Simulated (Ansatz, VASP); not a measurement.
## PbS: VASP beside Ansatz

Contents of INCAR:

```
  PREC = Accurate
  ENCUT = 520
  EDIFF = 1E-8
  ISMEAR = -1
  SIGMA = 0.01
  LREAL = F
  LASPH = T
  NELM = 60
  ALGO = Normal
  ISIF = 2
  LWAVE = F
  LCHARG = F
  GGA = CA
  LEFG = T
  NBANDS = 17
```

File KPOINTS:

```
regular mesh
0
Gamma
  8 8 8
```

File POSCAR:

```
PbS
1.0
    0.0000000000      2.9748505707      2.9748505707
    2.9748505707      0.0000000000      2.9748505707
    2.9748505707      2.9748505707      0.0000000000
Pb S
1 1
Direct
    0.0000000000      0.0000000000      0.0000000000
    0.5000000000      0.5000000000      0.5000000000
```

Input for Ansatz:

```yaml
crystal:
  lattice:
    - [0.0, 2.9748505707, 2.9748505707]
    - [2.9748505707, 0.0, 2.9748505707]
    - [2.9748505707, 2.9748505707, 0.0]
  atoms:
    - { symbol: Pb, position: [0.0, 0.0, 0.0] }
    - { symbol: S, position: [0.5, 0.5, 0.5] }
kpoints:
  mp_grid: { grid: [8, 8, 8] }
scf:
  occupations: { method: fermi_dirac, width: 0.01 }
hamiltonian:
  xc: lda
  pseudopotentials: { kind: paw }
output:
  forces: true
  stress: true
  eigenvalues: true
  efg: { contact_densities: true }
  write_density: true
  write_potential: true
  elf: true
  volumetric_format: npy
```

Change from the starting cell: volume scaled by 1.01, PAW files.

Alike in both runs: task electric field gradients; functional LDA; k mesh 8 × 8 × 8; occupations fermi-dirac, width 0.01 eV; no spin polarisation.

```csv
,VASP,Ansatz
version,VASP 6.6.1,Ansatz 0.2.0
potentials or method,"VASP PAW LDA potentials, release 64 (Pb_d, S)","PAW with Ansatz's default frozen-core files, scalar-relativistic"
plane-wave cutoff (eV),520,420
valence electrons in the cell,20,20
```

|  | VASP | Ansatz | Ansatz less VASP |
| --- | --- | --- | --- |
| pressure (GPa) | -3.0 | -3.1 | -0.05 |

LDA's correlation is that of Perdew and Zunger in VASP and of Perdew and Wang (1992) in Ansatz.

Spin-orbit coupling is off throughout.
